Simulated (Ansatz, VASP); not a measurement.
**One calculation of MgS, two programs**

The input POSCAR:

```
MgS
1.0
    0.0340798824      2.6015177399      2.6015177399
    2.6015177399      0.0340798824      2.6015177399
    2.6355976223      2.6355976223      0.0000000000
Mg S
1 1
Direct
    0.0000000000      0.0000000000      0.0000000000
    0.5000000000      0.5000000000      0.5000000000
```

Contents of INCAR.step1:

```
SYSTEM = MgS
PREC = Accurate
ENCUT = 520
ISMEAR = 0
SIGMA = 0.01
LREAL = .FALSE.
LASPH = .TRUE.
NELM = 80
NBANDS = 11
GGA = PE
ALGO = Normal
EDIFF = 1E-4
LWAVE = .TRUE.
LCHARG = .FALSE.
```

INCAR.step2

```
SYSTEM = MgS
PREC = Accurate
ENCUT = 520
EDIFF = 1E-7
ISMEAR = 0
SIGMA = 0.01
LREAL = .FALSE.
LASPH = .TRUE.
NELM = 80
ALGO = Normal
ISIF = 2
LWAVE = .FALSE.
LCHARG = .FALSE.
METAGGA = R2SCAN
LMIXTAU = .TRUE.
NBANDS = 11
ISTART = 1
```

KPOINTS

```
Automatic mesh
0
G
  8 8 8
  0 0 0
```

Input for Ansatz:

```yaml
crystal:
  lattice:
    - [0.0340798824, 2.6015177399, 2.6015177399]
    - [2.6015177399, 0.0340798824, 2.6015177399]
    - [2.6355976223, 2.6355976223, 0.0]
  atoms:
    - { symbol: Mg, position: [0.0, 0.0, 0.0] }
    - { symbol: S, position: [0.5, 0.5, 0.5] }
kpoints:
  mp_grid: { grid: [8, 8, 8] }
  band_path:
    path:
      - [0.0, 0.0, 0.0]
      - [0.5, 0.0, 0.5]
      - [0.625, 0.25, 0.625]
      - [0.375, 0.375, 0.75]
      - [0.5, 0.5, 0.5]
      - [0.5, 0.25, 0.75]
      - [0.5, 0.5, 0.0]
    npoints: 1
hamiltonian:
  xc: r2scan
scf:
  occupations: { method: fixed }
  n_extra_bands: 4
output:
  forces: true
  stress: true
  eigenvalues: true
```

Change from the starting cell: shear_xy strain +2.6%.

Alike in both runs: task single point; functional r2SCAN; k mesh 8 × 8 × 8; no spin polarisation.

```csv
,VASP,Ansatz
version,VASP 6.6.1,Ansatz 0.2.0
potentials or method,"VASP PAW PBE potentials, release 64 (Mg, S)","plane waves, PAW"
plane-wave cutoff (eV),520,500
occupations,"gaussian, width 0.01 eV",fixed
valence electrons in the cell,8,16
```

|  | VASP | Ansatz | Ansatz less VASP |
| --- | --- | --- | --- |
| gap on the k mesh at the Fermi level (eV) | 3.28 | 3.30 | +0.028 |
| pressure (GPa) | -0.5 | 0.0 | +0.47 |
| traceless stress, the component that is largest in VASP (GPa) | -1.59 | -1.58 | +0.005 |

VASP's potentials were made for PBE, not for r2SCAN. VASP's potentials hold 8 valence electrons a cell and Ansatz's 16, so a difference there can come from the potentials and not from the codes.
